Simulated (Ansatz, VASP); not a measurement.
Two plane-wave programs on Si2W

```
Si W
1.0
     0.00000    2.92888    2.92888
     2.92888    0.00000    2.92888
     2.92888    2.92888    0.00000
Si W
2 1
Direct
  0.25000 0.25000 0.25000
  0.75000 0.75000 0.75000
  0.50000 0.50000 0.50000
```

Alike in both runs: functional PBE; k mesh 4 × 4 × 4; occupations gaussian, width 0.1 eV; no spin polarisation.

Ansatz relaxed the structure, and its values are those at the end. VASP's run is a single point on that final structure, the one shown.

```csv
,VASP,Ansatz
version,VASP 6.6.1,Ansatz 0.2.0
potentials or method,"VASP PAW PBE potentials, release 64 (Si, W_sv), cutoff 500 eV","scalar-relativistic, plane waves, PAW"
valence electrons in the cell,22,22
```

|  | VASP | Ansatz | Ansatz less VASP |
| --- | --- | --- | --- |
| gap on the k mesh at the Fermi level (eV) | none | none | - |
| pressure (GPa) | -0.1 | -0.1 | -0.05 |

A gap of «none» marks a metal or a gap that the smearing closes. With one functional, cell and mesh, what is left measures potentials, basis and numerics.

The k mesh is coarse, so the values compare programs but aren't converged. Neither program's run includes spin-orbit coupling.
